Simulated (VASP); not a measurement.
# Si16O (a cell with a defect) in VASP: single point with PBE

Aim: the single point of Si16O (a cell with a defect) with PBE.

All numbers are computed with VASP 6.6.1; they aren't measurements. Logs are shortened: lines on timing, memory, paths and dates and some standing lists are left out, and cuts for length are marked.

**1. The cell of the first run**

The cell holds a defect, 17 atoms: a = 7.679 Å, b = 7.679 Å, c = 7.679 Å, α = 60.00°, β = 60.00°, γ = 60.00°.

**2. Single point, PBE, collinear spin, ferromagnetic start**

Input file INCAR:

```
SYSTEM = Si16O
PREC = Accurate
ENCUT = 520
EDIFF = 1E-7
ISMEAR = -1
SIGMA = 0.05
LREAL = Auto
LASPH = .True.
NELM = 150
ALGO = Normal
ISIF = 2
LWAVE = .False.
LCHARG = .False.
ISPIN = 2
MAGMOM = 0 0 0 0 0 0 0 0 0 0 0 0 0 0 0 0 1
LORBIT = 11
GGA = PE
NBANDS = 53
```

Input file KPOINTS:

```
Automatic mesh
0
Gamma
  2 2 2
  0 0 0
```

Input file POSCAR:

```
Si16O
1.0
    0.0000000000      5.4300000000      5.4300000000
    5.4300000000      0.0000000000      5.4300000000
    5.4300000000      5.4300000000      0.0000000000
Si O
16 1
Direct
    0.0053860642     -0.0074771724      0.0032148273
    0.1312705569      0.1121610470      0.1272997888
    0.0031199892     -0.0232000889      0.5007641876
    0.1318331645      0.0971767387      0.6272325299
    0.0133541205      0.4775132231     -0.0401876397
    0.1725492020      0.6267914847      0.1208059847
   -0.0014967934      0.4703963735      0.4766545364
    0.1246378816      0.6037970810      0.5886017067
    0.5072294347      0.0054539699     -0.0006239406
    0.6320013409      0.1250018776      0.1303168695
    0.5059027132     -0.0137113707      0.5043389694
    0.6291202736      0.1165886189      0.6251882467
    0.5439637093      0.4981001740      0.0069782059
    0.6562093377      0.6314660049      0.1327281027
    0.4994633194      0.4912626451      0.5044897999
    0.6274103647      0.6115177906      0.6319807939
    0.1919164208      0.5571771030      0.9364367306
```

Potentials or basis: VASP PAW PBE potentials, release 64 (Si, O).

The run is started by

```bash
$ cat potpaw_PBE.64/Si/POTCAR potpaw_PBE.64/O/POTCAR > POTCAR
$ mpirun -np 1 vasp_std > vasp.out
```

OUTCAR:

```text
SYSTEM = Si16O
   PREC = Accurate
   ENCUT = 520
   EDIFF = 1E-7
   ISMEAR = -1
   LREAL = Auto
   LASPH = .True.
   NELM = 150
   ISIF = 2
   ISPIN = 2
   LORBIT = 11
   GGA = PE

 ion  position               nearest neighbor table
   1  0.005  0.993  0.003-   6 2.32   2 2.32  10 2.34   4 2.36
   2  0.131  0.112  0.127-   5 2.32   1 2.32   3 2.34   9 2.36
   3  0.003  0.977  0.501-   2 2.34  12 2.35   4 2.35   8 2.36
   4  0.132  0.097  0.627-  11 2.35   7 2.35   3 2.35   1 2.36
   5  0.013  0.478  0.960-  17 1.66   2 2.32  14 2.32   8 2.33   6 2.94
   6  0.173  0.627  0.121-  17 1.67   7 2.32   1 2.32  13 2.33   5 2.94
   7  0.999  0.470  0.477-   6 2.32   8 2.33  16 2.35   4 2.35
   8  0.125  0.604  0.589-   5 2.33   7 2.33   3 2.36  15 2.38
   9  0.507  0.005  0.999-  12 2.35  10 2.35  14 2.36   2 2.36
  10  0.632  0.125  0.130-   1 2.34  11 2.35   9 2.35  13 2.36
  11  0.506  0.986  0.504-  12 2.35  10 2.35   4 2.35  16 2.35
  12  0.629  0.117  0.625-  11 2.35   3 2.35   9 2.35  15 2.35
  13  0.544  0.498  0.007-   6 2.33  14 2.33  10 2.36  16 2.38
  14  0.656  0.631  0.133-   5 2.32  13 2.33  15 2.35   9 2.36
  15  0.499  0.491  0.504-  12 2.35  14 2.35  16 2.36   8 2.38
  16  0.627  0.612  0.632-  11 2.35   7 2.35  15 2.36  13 2.38
  17  0.192  0.557  0.936-   5 1.66   6 1.67

  LATTYP: Found a face centered cubic cell.
 ALAT       =    10.8600000000

  Lattice vectors:

 A1 = (   0.0000000000,   5.4300000000,   5.4300000000)
 A2 = (   5.4300000000,   0.0000000000,   5.4300000000)
 A3 = (   5.4300000000,   5.4300000000,   0.0000000000)

Analysis of symmetry for initial positions (statically):
=====================================================================
 Subroutine PRICEL returns:
 Original cell was already a primitive cell.

 Routine SETGRP: Setting up the symmetry group for a
 face centered cubic supercell.

 Subroutine GETGRP returns: Found  1 space group operations
 (whereof  1 operations were pure point group operations)
 out of a pool of 48 trial point group operations.

The static configuration has the point symmetry C_1 .

Analysis of symmetry for dynamics (positions and initial velocities):
=====================================================================
 Subroutine PRICEL returns:
 Original cell was already a primitive cell.

 Routine SETGRP: Setting up the symmetry group for a
 face centered cubic supercell.

 Subroutine GETGRP returns: Found  1 space group operations
 (whereof  1 operations were pure point group operations)
 out of a pool of 48 trial point group operations.

The dynamic configuration has the point symmetry C_1 .

Analysis of structural, dynamic, and magnetic symmetry:
=====================================================================
 Subroutine PRICEL returns:
 Original cell was already a primitive cell.

 Routine SETGRP: Setting up the symmetry group for a
 face centered cubic supercell.

 Subroutine GETGRP returns: Found  1 space group operations
 (whereof  1 operations were pure point group operations)
 out of a pool of 48 trial point group operations.

The overall configuration has the point symmetry C_1 .

 Subroutine INISYM returns: Found  1 space group operations
 (whereof  1 operations are pure point group operations),
 and found     1 'primitive' translations

----------------------------------------------------------------------------------------

                                     Primitive cell

  volume of cell :     320.2060

  direct lattice vectors                    reciprocal lattice vectors
     0.000000000  5.430000000  5.430000000    -0.092081031  0.092081031  0.092081031
     5.430000000  0.000000000  5.430000000     0.092081031 -0.092081031  0.092081031
     5.430000000  5.430000000  0.000000000     0.092081031  0.092081031 -0.092081031

  length of vectors
     7.679179644  7.679179644  7.679179644     0.159489025  0.159489025  0.159489025

  position of ions in fractional coordinates (direct lattice)
     0.005386064  0.992522828  0.003214827
     0.131270557  0.112161047  0.127299789
     0.003119989  0.976799911  0.500764188
     0.131833165  0.097176739  0.627232530
     0.013354120  0.477513223  0.959812360
     0.172549202  0.626791485  0.120805985
[... 9 lines left out ...]
     0.627410365  0.611517791  0.631980794
     0.191916421  0.557177103  0.936436731

  ion indices of the primitive-cell ions
   primitive index   ion index
                 1           1
                 2           2
                 3           3
[... 60 lines left out ...]
   PREC   = accura    normal or accurate (medium, high low for compatibility)
   ISTART =      0    job   : 0-new  1-cont  2-samecut
   ICHARG =      2    charge: 1-file 2-atom 10-const
   ISPIN  =      2    spin polarized calculation?
   LNONCOLLINEAR =      F non collinear calculations
   LSORBIT =      F    spin-orbit coupling
   LASPH  =      T    aspherical Exc in radial PAW
   ENCUT  =  520.0 eV  38.22 Ry    6.18 a.u.  14.28 14.28 14.28*2*pi/ulx,y,z
   NELM   =    150;   NELMIN=  2; NELMDL= -5     # of ELM steps
   EDIFF  = 0.1E-06   stopping-criterion for ELM
   LREAL  =      T    real-space projection
   EDIFFG = 0.1E-05   stopping-criterion for IOM
   NSW    =      0    number of steps for IOM
   IBRION =     -1    ionic relax: 0-MD 1-quasi-New 2-CG
   NFREE  =      0    steps in history (QN), initial steepest desc. (CG)
   ISIF   =      2    stress and relaxation
   ISYM   =      2    0-nonsym 1-usesym 2-fastsym
   POTIM  = 0.5000    time-step for ionic-motion
   TEBEG  =    0.0;   TEEND  =   0.0 temperature during run
   PSTRESS=    0.0 pullay stress
   NELECT =      70.0000    total number of electrons
   NUPDOWN=      -1.0000    fix difference up-down
   EMIN   =  10.00;   EMAX   =-10.00  energy-range for DOS
   EFERMI =   0.00;   METHOD = LEGACY
   ISMEAR =    -1;   SIGMA  =   0.05  broadening in eV -4-tet -1-fermi 0-gaus
   EFERMI_NEDOS =   21; number of points for ismear=-14 and -15
   IALGO  =     38    algorithm
   IMIX   =      4    mixing-type and parameters
     AMIX     =   0.40;   BMIX     =  1.00
     AMIX_MAG =   1.60;   BMIX_MAG =  1.00
  volume/ion in A,a.u.               =      18.84       127.11
  Fermi-wavevector in a.u.,A,eV,Ry     =   0.986199  1.863645 13.232857  0.972588
  Thomas-Fermi vector in A             =   2.117562
   LORBIT       =     11    0 simple, 1 ext, 2 COOP (PROOUT), +10 PAW based schemes
   GGA     = PE    functional components
   LHFCALC =     F    Hartree Fock is set to
   AEXX    =    0.0000 exact exchange contribution
   IVDW    =     0    specifies the selected vdW correction
   LEPSILON=     F    determine dielectric tensor
   LRPA    =     F    only Hartree local field effects (RPA)
 spin polarized calculation
  energy-cutoff  :      520.00
  volume of cell :      320.21
 maximum number of plane-waves:      8646
 NGX is ok and might be reduce to    60
   NGX = 29   NGY = 29   NGZ = 29

 number of electron      69.9999999 magnetization       0.0000168

 number of electron      69.9999999 magnetization      -0.0000008

 Free energy of the ion-electron system (eV)
  ---------------------------------------------------
  ext. energy  EPLUGINS =         0.00000000
  ---------------------------------------------------
  free energy    TOTEN  =       -92.69546379 eV

  energy without entropy =      -92.69403666  energy(sigma->0) =      -92.69475022

 E-fermi :   6.1381     XC(G=0):  -9.5324

 val. band max:        5.8799185765   @ k =   0.0000   0.0000   0.0000
 cond. band min:       6.3719237182   @ k =   0.0000   0.0000   0.0000
 fundamental gap:      0.4920051416
 Fermi energy:         6.1380971204

 spin component 1

 k-point     1 :       0.0000    0.0000    0.0000
  band No.  band energies     occupation
      1     -14.4220      1.00000
      2      -5.8135      1.00000
      3      -4.3744      1.00000
      4      -3.6917      1.00000
      5      -3.6670      1.00000
      6      -3.3270      1.00000
[... 389 lines left out ...]
     46      10.3394      0.00000
     47      10.4270      0.00000
 Fermi energy:         6.1380971204

 spin component 2

 k-point     1 :       0.0000    0.0000    0.0000
  band No.  band energies     occupation
      1     -14.4220      1.00000
      2      -5.8135      1.00000
      3      -4.3744      1.00000
      4      -3.6917      1.00000
      5      -3.6670      1.00000
      6      -3.3270      1.00000
[... 389 lines left out ...]
     46      10.3394      0.00000
     47      10.4270      0.00000
 [bands above 47 left out]

------------------------ aborting loop because EDIFF is reached ----------------------------------------

  FORCE on cell =-STRESS in cart. coord.  units (eV):
  Direction    XX          YY          ZZ          XY          YZ          ZX
  --------------------------------------------------------------------------------------
  -------------------------------------------------------------------------------------
  Total        8.4683191      9.0520221      8.3844913      2.1750651      2.3793228      3.0070110
  in kB       42.3719364     45.2925429     41.9524970     10.8831186     11.9051387     15.0458288
  external PRESSURE =      43.2056588 kB  Pullay stress =       0.0000000 kB

 VOLUME and BASIS-vectors are now :
 -----------------------------------------------------------------------------
  energy-cutoff  :      520.00
  volume of cell :      320.21
      direct lattice vectors                 reciprocal lattice vectors
     0.000000000  5.430000000  5.430000000    -0.092081031  0.092081031  0.092081031
     5.430000000  0.000000000  5.430000000     0.092081031 -0.092081031  0.092081031
     5.430000000  5.430000000  0.000000000     0.092081031  0.092081031 -0.092081031

 POSITION                                       TOTAL-FORCE (eV/Angst)
 -----------------------------------------------------------------------------------
      5.40686      0.04670      5.41865         0.006408      0.034451      0.006615
      1.30027      1.40404      1.32183         0.006111     -0.015909      0.005432
      8.02317      2.73609      5.32097        -0.001309     -0.006269      0.014090
      3.93354      4.12173      1.24352        -0.003083      0.011285     -0.026405
      7.80468      5.28429      2.66541        -0.015185     -0.038789     -0.027378
      4.05945      1.59292      4.34042        -0.006031     -0.004663      0.039560
[... 9 lines left out ...]
      6.75220      6.83849      6.72738         0.016192      0.006459     -0.025586
      8.11032      6.12696      4.06758        -0.008028      0.006902     -0.018236
 -----------------------------------------------------------------------------------
    total drift:                               -0.003821      0.000524      0.000582

  FREE ENERGIE OF THE ION-ELECTRON SYSTEM (eV)
  ---------------------------------------------------
  free  energy   TOTEN  =       -92.6954637890 eV

  energy  without entropy=      -92.6940366560  energy(sigma->0) =      -92.69475022

 total charge

# of ion       s       p       d       tot
------------------------------------------
    1        0.744   0.976   0.000   1.721
    2        0.744   0.977   0.000   1.721
    3        0.739   0.954   0.000   1.693
    4        0.740   0.948   0.000   1.689
    5        0.742   0.944   0.000   1.687
    6        0.743   0.943   0.000   1.686
[... 9 lines left out ...]
   16        0.744   0.937   0.000   1.682
   17        1.576   3.596   0.000   5.172
--------------------------------------------------
tot         13.461  18.889   0.000  32.350

 magnetization (x)

# of ion       s       p       d       tot
------------------------------------------
    1       -0.000   0.000   0.000   0.000
    2       -0.000   0.000   0.000   0.000
    3       -0.000   0.000   0.000   0.000
    4       -0.000   0.000   0.000   0.000
    5        0.000   0.000   0.000   0.000
    6        0.000   0.000   0.000   0.000
[... 9 lines left out ...]
   16       -0.000   0.000   0.000   0.000
   17       -0.000  -0.000   0.000  -0.000
--------------------------------------------------
tot          0.000   0.000   0.000   0.000
```

Run time: 21 min. Hardware: 1 thread of AMD EPYC 7R13, shared host; peak memory 0.69 GiB.

Results:

```
Free energy                                           : -92.6955 eV
Pressure                                              : 4.3 GPa
Largest force                                         : 0.050 eV/Å
Band gap on the k mesh                                : 0.49 eV
Net moment                                            : 0.00 μB per cell
Valence electrons inside the program's atomic spheres : Si 1.72, 1.69, 1.71, 1.70, 1.68 (each value once); O 5.17
```

Forces in eV/Å, atoms in the order of the input:
```
Si   0.006  0.034  0.007
Si   0.006 -0.016  0.005
Si  -0.001 -0.006  0.014
Si  -0.003  0.011 -0.026
Si  -0.015 -0.039 -0.027
Si  -0.006 -0.005  0.040
Si  -0.024 -0.011  0.029
Si   0.008  0.010 -0.008
Si  -0.009  0.008 -0.026
Si   0.007 -0.007  0.020
Si  -0.010 -0.002  0.006
Si   0.013  0.013 -0.013
Si   0.033  0.004 -0.019
Si   0.005  0.007  0.008
Si  -0.018 -0.015  0.034
Si   0.016  0.006 -0.026
O   -0.008  0.007 -0.018
```

Stress tensor (GPa, compression positive):
```
4.24 1.09 1.50
1.09 4.53 1.19
1.50 1.19 4.20
```

Caveat: the k points lie up to 0.50 Å⁻¹ apart.
